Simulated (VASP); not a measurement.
Crystal: Ni.

```
Ni
1.0
     2.44802    0.00000    0.00000
    -1.22401    2.12005    0.00000
     0.00000    0.00000    4.07281
Ni
2
Direct
  0.66667 0.33333 0.75000
  0.33333 0.66667 0.25000
```

This isn't the form of Ni at room conditions, which is fcc.

| Item | Value |
| --- | --- |
| Program | VASP 6.6.1 |
| Task | relaxation of cell and atoms |
| Functional | LDA |
| Potentials or basis | VASP PAW LDA potentials, release 64 (Ni) |
| Cutoff | 600 eV |
| k mesh | 12 × 12 × 7 |
| Occupations | gaussian, width 0.01 eV |
| Spin | collinear spin, ferromagnetic start |
| Starting moments | [0.71, 0.71] μB |

At the start: pressure -11.3 GPa; volume 10.57 Å³/atom.

Task: How do energy, volume and symmetry change on relaxing?

Result: Over 7 steps the energy falls by 20.5 meV/atom and the volume is 10.04 Å³/atom (-5.0 %); space group P6_3/mmc (No. 194, to 0.1 Å) before and after; moment 1.17 μB per cell.

Step by step:
| step | energy change (eV) | largest force (eV/Å) | pressure (GPa) | volume (Å³) |
| --- | --- | --- | --- | --- |
| 1 | 0.0000 | 0.0000 | -11.30 | 21.14 |
| 2 | 0.0163 | 0.0000 | 16.67 | 18.94 |
| 3 | -0.0400 | 0.0000 | -0.01 | 20.09 |
| 4 | -0.0400 | 0.0000 | 0.24 | 20.07 |
| 5 | -0.0408 | 0.0000 | 0.13 | 20.08 |
| 6 | -0.0407 | 0.0000 | 0.03 | 20.09 |
| 7 | -0.0409 | 0.0000 | 0.16 | 20.08 |

Final structure:
```cif
data_structure
_symmetry_space_group_name_H-M 'P 1'
_symmetry_Int_Tables_number 1
_cell_length_a 2.4184
_cell_length_b 2.4184
_cell_length_c 3.9650
_cell_angle_alpha 90.000
_cell_angle_beta 90.000
_cell_angle_gamma 120.000
_cell_volume 20.08
loop_
_atom_site_label
_atom_site_type_symbol
_atom_site_fract_x
_atom_site_fract_y
_atom_site_fract_z
_atom_site_occupancy
Ni1 Ni 0.66667 0.33333 0.75000 1
Ni2 Ni 0.33333 0.66667 0.25000 1
```
